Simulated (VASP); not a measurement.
# Ga2GeO2 (P-6m2) in VASP: notebook

Runs on Ga2GeO2. Level: PBE. Tasks: single point, relaxation of cell and atoms.

All numbers are computed with VASP 6.6.1; they aren't measurements. Logs are shortened: lines on timing, memory, paths and dates and some standing lists are left out, and cuts for length are marked.

## Step 1: The cell of the first run

The structure is hexagonal, space group P-6m2 (No. 187). Conventional cell: a = 3.501 Å, b = 3.501 Å, c = 7.454 Å, α = 90.00°, β = 90.00°, γ = 120.00°. Ga (site symmetry 3m) has 1 Ga at 2.15 Å and 3 Ge at 2.29 Å and 1 O at 2.65 Å within 2.8 Å. Within 3.0 Å of Ge (site symmetry -6m2) lie 6 Ga at 2.29 Å. O (site symmetry -6m2) has 3 O at 2.02 Å within 2.7 Å. O (site symmetry -6m2) has 3 O at 2.02 Å and 2 Ga at 2.65 Å within 2.7 Å.

The cell was built from a structure type or drawn by symmetry, and may not be a known phase.

## Step 2: Single point, PBE

INCAR

```
SYSTEM = Ga2GeO2
ALGO = Normal
EDIFF = 1E-6
ENCUT = 520
GGA = PE
ISIF = 2
ISMEAR = 0
LASPH = .TRUE.
LCHARG = .TRUE.
LELF = .TRUE.
LREAL = .FALSE.
LVHAR = .TRUE.
LWAVE = .FALSE.
NBANDS = 34
NELM = 80
PREC = Accurate
SIGMA = 0.1
```

KPOINTS

```
k-points
0
G
  6 6 4
  0 0 0
```

POSCAR

```
Ga2GeO2
1.0
    3.5008706600      0.0000000000      0.0000000000
   -1.7504353300      3.0318429300      0.0000000000
    0.0000000000      0.0000000000      7.4538050000
Ga Ge O
2 1 2
Direct
    0.3333333300      0.6666666700      0.6442409300
    0.3333333300      0.6666666700      0.3557590700
    0.6666666700      0.3333333300      0.5000000000
    0.0000000000      0.0000000000      0.0000000000
    0.3333333300      0.6666666700      0.0000000000
```

Potentials or basis: VASP PAW PBE potentials, release 64 (Ga_d, Ge_d, O).

Run with:

```
> cat potpaw_PBE.64/Ga_d/POTCAR potpaw_PBE.64/Ge_d/POTCAR potpaw_PBE.64/O/POTCAR > POTCAR
> mpirun -np 1 vasp_std > vasp.out
```

OUTCAR:

```text
SYSTEM = Ga2GeO2
   EDIFF = 1E-6
   ENCUT = 520
   GGA = PE
   ISIF = 2
   ISMEAR = 0
   LASPH = .TRUE.
   LREAL = .FALSE.
   NELM = 80
   PREC = Accurate

 ion  position               nearest neighbor table
   1  0.333  0.667  0.644-   2 2.15   3 2.29   3 2.29   3 2.29
   2  0.333  0.667  0.356-   1 2.15   3 2.29   3 2.29   3 2.29
   3  0.667  0.333  0.500-   1 2.29   2 2.29   1 2.29   2 2.29   1 2.29   2 2.29
   4  0.000  0.000  0.000-
   5  0.333  0.667  0.000-

  LATTYP: Found a hexagonal cell.
 ALAT       =     3.5008706600
 C/A-ratio  =     2.1291289293

  Lattice vectors:

 A1 = (   3.5008706600,   0.0000000000,   0.0000000000)
 A2 = (  -1.7504353300,   3.0318429300,   0.0000000000)
 A3 = (   0.0000000000,   0.0000000000,   7.4538050000)

Analysis of symmetry for initial positions (statically):
=====================================================================
 Subroutine PRICEL returns:
 Original cell was already a primitive cell.

 Routine SETGRP: Setting up the symmetry group for a
 hexagonal supercell.

 Subroutine GETGRP returns: Found 12 space group operations
 (whereof 12 operations were pure point group operations)
 out of a pool of 24 trial point group operations.

The static configuration has the point symmetry D_3h.

Analysis of symmetry for dynamics (positions and initial velocities):
=====================================================================
 Subroutine PRICEL returns:
 Original cell was already a primitive cell.

 Routine SETGRP: Setting up the symmetry group for a
 hexagonal supercell.

 Subroutine GETGRP returns: Found 12 space group operations
 (whereof 12 operations were pure point group operations)
 out of a pool of 24 trial point group operations.

The dynamic configuration has the point symmetry D_3h.

 Subroutine INISYM returns: Found 12 space group operations
 (whereof 12 operations are pure point group operations),
 and found     1 'primitive' translations

----------------------------------------------------------------------------------------

                                     Primitive cell

  volume of cell :      79.1154

  direct lattice vectors                    reciprocal lattice vectors
     3.500870660  0.000000000  0.000000000     0.285643229  0.164916195  0.000000000
    -1.750435330  3.031842930  0.000000000     0.000000000  0.329832390  0.000000000
     0.000000000  0.000000000  7.453805000     0.000000000  0.000000000  0.134159667

  length of vectors
     3.500870660  3.500870663  7.453805000     0.329832390  0.329832390  0.134159667

  position of ions in fractional coordinates (direct lattice)
     0.333333330  0.666666670  0.644240930
     0.333333330  0.666666670  0.355759070
     0.666666670  0.333333330  0.500000000
     0.000000000  0.000000000  0.000000000
     0.333333330  0.666666670  0.000000000

  ion indices of the primitive-cell ions
   primitive index   ion index
                 1           1
                 2           2
                 3           3
                 4           4
                 5           5

----------------------------------------------------------------------------------------

 KPOINTS: k-points

Automatic generation of k-mesh.
 Grid dimensions read from file:
 generate k-points for:    6    6    4

 Generating k-lattice:

  Cartesian coordinates                     Fractional coordinates (reciprocal lattice)
     0.047607205  0.027486033  0.000000000     0.166666667  0.000000000  0.000000000
     0.000000000  0.054972065  0.000000000     0.000000000  0.166666667  0.000000000
     0.000000000  0.000000000  0.033539917     0.000000000  0.000000000  0.250000000

  Length of vectors
     0.054972065  0.054972065  0.033539917

  Shift w.r.t. Gamma in fractional coordinates (k-lattice)
     0.000000000  0.000000000  0.000000000

 Subroutine IBZKPT returns following result:
 ===========================================

 Found     21 irreducible k-points:

 Following reciprocal coordinates:
            Coordinates               Weight
  0.000000  0.000000  0.000000      1.000000
  0.166667 -0.000000  0.000000      6.000000
  0.333333 -0.000000  0.000000      6.000000
  0.500000 -0.000000  0.000000      3.000000
  0.166667  0.166667  0.000000      6.000000
  0.333333  0.166667  0.000000     12.000000
[... 13 lines left out ...]
  0.333333  0.166667  0.500000     12.000000
  0.333333  0.333333  0.500000      2.000000
   k-points           NKPTS =     21   k-points in BZ     NKDIM =     21   number of bands    NBANDS=     34
   number of dos      NEDOS =    301   number of ions     NIONS =      5
   total plane-waves  NPLWV =  43904
   dimension x,y,z NGX =    28 NGY =   28 NGZ =   56
   dimension x,y,z NGXF=    56 NGYF=   56 NGZF=  112
   ions per type =               2   1   2
   NGX,Y,Z   is equivalent  to a cutoff of  13.30, 13.30, 12.49 a.u.
   NGXF,Y,Z  is equivalent  to a cutoff of  26.59, 26.59, 24.98 a.u.
 SYSTEM =  Ga2GeO2
   PREC   = accura    normal or accurate (medium, high low for compatibility)
   ISTART =      0    job   : 0-new  1-cont  2-samecut
   ICHARG =      2    charge: 1-file 2-atom 10-const
   ISPIN  =      1    spin polarized calculation?
   LNONCOLLINEAR =      F non collinear calculations
   LSORBIT =      F    spin-orbit coupling
   LASPH  =      T    aspherical Exc in radial PAW
   ENCUT  =  520.0 eV  38.22 Ry    6.18 a.u.   6.51  6.51 13.86*2*pi/ulx,y,z
   NELM   =     80;   NELMIN=  2; NELMDL= -5     # of ELM steps
   EDIFF  = 0.1E-05   stopping-criterion for ELM
   LREAL  =      F    real-space projection
   EDIFFG = 0.1E-04   stopping-criterion for IOM
   NSW    =      0    number of steps for IOM
   IBRION =     -1    ionic relax: 0-MD 1-quasi-New 2-CG
   NFREE  =      0    steps in history (QN), initial steepest desc. (CG)
   ISIF   =      2    stress and relaxation
   ISYM   =      2    0-nonsym 1-usesym 2-fastsym
   POTIM  = 0.5000    time-step for ionic-motion
   TEBEG  =    0.0;   TEEND  =   0.0 temperature during run
   PSTRESS=    0.0 pullay stress
   NELECT =      52.0000    total number of electrons
   NUPDOWN=      -1.0000    fix difference up-down
   EMIN   =  10.00;   EMAX   =-10.00  energy-range for DOS
   EFERMI =   0.00;   METHOD = LEGACY
   ISMEAR =     0;   SIGMA  =   0.10  broadening in eV -4-tet -1-fermi 0-gaus
   EFERMI_NEDOS =   21; number of points for ismear=-14 and -15
   IALGO  =     38    algorithm
   IMIX   =      4    mixing-type and parameters
     AMIX     =   0.40;   BMIX     =  1.00
     AMIX_MAG =   1.60;   BMIX_MAG =  1.00
  volume/ion in A,a.u.               =      15.82       106.78
  Fermi-wavevector in a.u.,A,eV,Ry     =   1.423385  2.689807 27.565737  2.026025
  Thomas-Fermi vector in A             =   2.543988
   LORBIT       =      0    0 simple, 1 ext, 2 COOP (PROOUT), +10 PAW based schemes
   GGA     = PE    functional components
   LHFCALC =     F    Hartree Fock is set to
   AEXX    =    0.0000 exact exchange contribution
   IVDW    =     0    specifies the selected vdW correction
   LEPSILON=     F    determine dielectric tensor
   LRPA    =     F    only Hartree local field effects (RPA)
 non-spin polarized calculation
 Gauss-broadening in eV      SIGMA  =   0.10
  energy-cutoff  :      520.00
  volume of cell :       79.12
 maximum number of plane-waves:      2164
 NGX is ok and might be reduce to    28
   NGX = 13   NGY = 13   NGZ = 27

 number of electron      51.9999985 magnetization

 Free energy of the ion-electron system (eV)
  ---------------------------------------------------
  ext. energy  EPLUGINS =         0.00000000
  ---------------------------------------------------
  free energy    TOTEN  =       -13.76185694 eV

  energy without entropy =      -13.74556663  energy(sigma->0) =      -13.75371178

 E-fermi :   3.9249     XC(G=0): -10.2698

 val. band max:        3.9177119333   @ k =   0.0000   0.0000   0.2500
 cond. band min:       3.9620588472   @ k =   0.3333  -0.0000   0.0000
 fundamental gap:      0.0443469139
 Fermi energy:         3.9249369522

 k-point     1 :       0.0000    0.0000    0.0000
  band No.  band energies     occupation
      1     -21.2400      2.00000
      2     -21.2400      2.00000
      3     -21.1853      2.00000
      4     -21.1853      2.00000
      5     -21.1576      2.00000
      6     -14.9968      2.00000
[... 26 lines left out ...]
     33      10.8634      0.00000
     34      10.8634      0.00000

 k-point     2 :       0.1667   -0.0000    0.0000
  band No.  band energies     occupation
      1     -21.2407      2.00000
      2     -21.2310      2.00000
      3     -21.1880      2.00000
      4     -21.1851      2.00000
      5     -21.1516      2.00000
      6     -14.7918      2.00000
[... 26 lines left out ...]
     33      10.4186      0.00000
     34      10.7460      0.00000

 k-point     3 :       0.3333   -0.0000    0.0000
  band No.  band energies     occupation
      1     -21.2430      2.00000
      2     -21.2129      2.00000
      3     -21.1932      2.00000
      4     -21.1847      2.00000
      5     -21.1388      2.00000
      6     -14.2426      2.00000
[... 26 lines left out ...]
     33      11.0683      0.00000
     34      13.0649      0.00000

 k-point     4 :       0.5000   -0.0000    0.0000
  band No.  band energies     occupation
      1     -21.2446      2.00000
      2     -21.2038      2.00000
      3     -21.1957      2.00000
      4     -21.1846      2.00000
      5     -21.1322      2.00000
      6     -13.7812      2.00000
[... 26 lines left out ...]
     33      10.8514      0.00000
     34      13.7206      0.00000

 k-point     5 :       0.1667    0.1667    0.0000
  band No.  band energies     occupation
      1     -21.2389      2.00000
      2     -21.2206      2.00000
      3     -21.1912      2.00000
      4     -21.1855      2.00000
      5     -21.1423      2.00000
      6     -14.4078      2.00000
[... 510 lines left out ...]
 k-point    19 :       0.1667    0.1667    0.5000
  band No.  band energies     occupation
      1     -21.2389      2.00000
      2     -21.2206      2.00000
      3     -21.1912      2.00000
      4     -21.1855      2.00000
      5     -21.1423      2.00000
      6     -14.4032      2.00000
[... 26 lines left out ...]
     33      10.6142      0.00000
     34      12.4646      0.00000

 k-point    20 :       0.3333    0.1667    0.5000
  band No.  band energies     occupation
      1     -21.2369      2.00000
      2     -21.2103      2.00000
      3     -21.1939      2.00000
      4     -21.1863      2.00000
      5     -21.1335      2.00000
      6     -13.7828      2.00000
[... 26 lines left out ...]
     33      12.0067      0.00000
     34      12.7475      0.00000

 k-point    21 :       0.3333    0.3333    0.5000
  band No.  band energies     occupation
      1     -21.2257      2.00000
      2     -21.2160      2.00000
      3     -21.1919      2.00000
      4     -21.1894      2.00000
      5     -21.1321      2.00000
      6     -13.3041      2.00000
[... 26 lines left out ...]
     33      12.5186      0.00000
     34      13.2170      0.00000

------------------------ aborting loop because EDIFF is reached ----------------------------------------

  FORCE on cell =-STRESS in cart. coord.  units (eV):
  Direction    XX          YY          ZZ          XY          YZ          ZX
  --------------------------------------------------------------------------------------
  -------------------------------------------------------------------------------------
  Total       12.7647399     12.7647399      8.0747024      0.0000000      0.0000000      0.0000000
  in kB      258.5007229    258.5007234    163.5220466      0.0000000      0.0000000      0.0000000
  external PRESSURE =     226.8411643 kB  Pullay stress =       0.0000000 kB

 VOLUME and BASIS-vectors are now :
 -----------------------------------------------------------------------------
  energy-cutoff  :      520.00
  volume of cell :       79.12
      direct lattice vectors                 reciprocal lattice vectors
     3.500870660  0.000000000  0.000000000     0.285643229  0.164916195  0.000000000
    -1.750435330  3.031842930  0.000000000     0.000000000  0.329832390  0.000000000
     0.000000000  0.000000000  7.453805000     0.000000000  0.000000000  0.134159667

 POSITION                                       TOTAL-FORCE (eV/Angst)
 -----------------------------------------------------------------------------------
     -0.00000      2.02123      4.80205        -0.000000      0.000000      8.530377
     -0.00000      2.02123      2.65176        -0.000000      0.000000     -8.530377
      1.75044      1.01061      3.72690         0.000000     -0.000000      0.000000
      0.00000      0.00000      0.00000         0.000000     -0.000000      0.000000
     -0.00000      2.02123      0.00000         0.000000     -0.000000      0.000000
 -----------------------------------------------------------------------------------
    total drift:                                0.000023     -0.000013      0.000000

  FREE ENERGIE OF THE ION-ELECTRON SYSTEM (eV)
  ---------------------------------------------------
  free  energy   TOTEN  =       -13.7618569399 eV

  energy  without entropy=      -13.7455666274  energy(sigma->0) =      -13.75371178
```

Run time: 57 s. Hardware: 1 thread of Intel Xeon Platinum 8259CL at 2.50GHz (Skylake/Cascade Lake), shared host; peak memory 0.22 GiB.

What came out:

```yaml
Free_energy: -13.7619 eV
Pressure: 22.7 GPa
Largest_force: 8.530 eV/Å
Band_gap_on_the_k_mesh: zero (bands 26 and 27 overlap by 1.39 eV)
```

Forces on the atoms (eV/Å):
```
Ga   0.000  0.000  8.530
Ga   0.000  0.000 -8.530
Ge   0.000  0.000  0.000
O    0.000  0.000  0.000
O    0.000  0.000  0.000
```

Caveat: the cell stands under pressure; forces of over 1 eV/Å act on the atoms, so gaps and moduli don't describe the material at rest.

[end of part 1 of 2]
